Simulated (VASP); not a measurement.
Write the native input for VASP 6.6.1 that does the following.

* Task: single point
* Functional: PBE
* Potentials or basis: VASP PAW PBE potentials, release 64 (Ge_d)
* Cutoff: 520 eV
* k mesh: 8 × 8 × 8
* Occupations: gaussian, width 0.1 eV
* Spin: no spin polarisation
* Dipole correction: no
* Further INCAR settings: ALGO = Normal; EDIFF = 1e-07; NBANDS = 21

The structure of Ge lies in POSCAR:

```
Ge
1.0
   -2.4538459942      2.4538459942      1.3910610919
    2.4538459942     -2.4538459942      1.3910610919
    2.4538459942      2.4538459942     -1.3910610919
Ge
2
Direct
    0.2500000000      0.7500000000      0.5000000000
    0.5000000000      0.5000000000      0.0000000000
```

One way to write it, as run:

INCAR

```
  ALGO = Normal
  EDIFF = 1E-7
  ENCUT = 520
  GGA = PE
  ISIF = 2
  ISMEAR = 0
  LASPH = True
  LCHARG = True
  LELF = True
  LREAL = False
  LVHAR = True
  LWAVE = False
  NBANDS = 21
  NELM = 100
  PREC = Accurate
  SIGMA = 0.1
```

KPOINTS

```
k-points
0
Gamma
  8 8 8
```

Potentials or basis: VASP PAW PBE potentials, release 64 (Ge_d).

Launch:

```sh
$ cat potpaw_PBE.64/Ge_d/POTCAR > POTCAR
$ mpirun -np 1 vasp_std > vasp.out
```

It gave:

The pressure is 13.3 GPa and the band gap on the k mesh is zero (bands 14 and 15 overlap by 5.24 eV).

Caveat: the cell stands under pressure.

Run time: 53 s on 1 thread of Intel Xeon 8259CL (shared host), peak memory 0.17 GiB.
